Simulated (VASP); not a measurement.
Input of a VASP 6.6.1 run:

Contents of INCAR:

```
SYSTEM = Sn
ALGO     = Normal         ! electronic algorithm
EDIFF    = 1E-6           ! SCF threshold, eV
ENCUT    = 520            ! plane-wave cutoff, eV
ISIF     = 2              ! what is computed and relaxed
ISMEAR   = -1             ! smearing method
LASPH    = .TRUE.         ! aspherical terms in the spheres
LCHARG   = .FALSE.        ! write CHGCAR
LREAL    = .FALSE.        ! projectors in reciprocal space
LWAVE    = .FALSE.        ! write WAVECAR
NBANDS   = 21             ! bands
NELM     = 80             ! most SCF steps
PREC     = Accurate       ! precision mode
SIGMA    = 0.05           ! smearing width, eV
```

File KPOINTS:

```
k-points
0
G
  9 9 9
  0 0 0
```

The input POSCAR:

```
Sn
1.0
   -2.9401404553      2.9401404553      1.5993019889
    2.9401404553     -2.9401404553      1.5993019889
    2.9401404553      2.9401404553     -1.5993019889
Sn
2
Direct
    0.0000000000      0.0000000000      0.0000000000
    0.7500000000      0.2500000000      0.5000000000
```

Potentials or basis: VASP PAW LDA potentials, release 64 (Sn_d).

The run is started by

```bash
$ cat potpaw_LDA.64/Sn_d/POTCAR > POTCAR
$ mpirun -np 1 vasp_std > vasp.out
```

(1) What does it give for the band gap on the k mesh?

(2) Estimate the pressure.

Answers

(1) zero (bands 14 and 15 overlap by 3.93 eV).

(2) -2.9 GPa.

Caveat: spin-orbit coupling is left out, which moves the levels of the heavy elements.
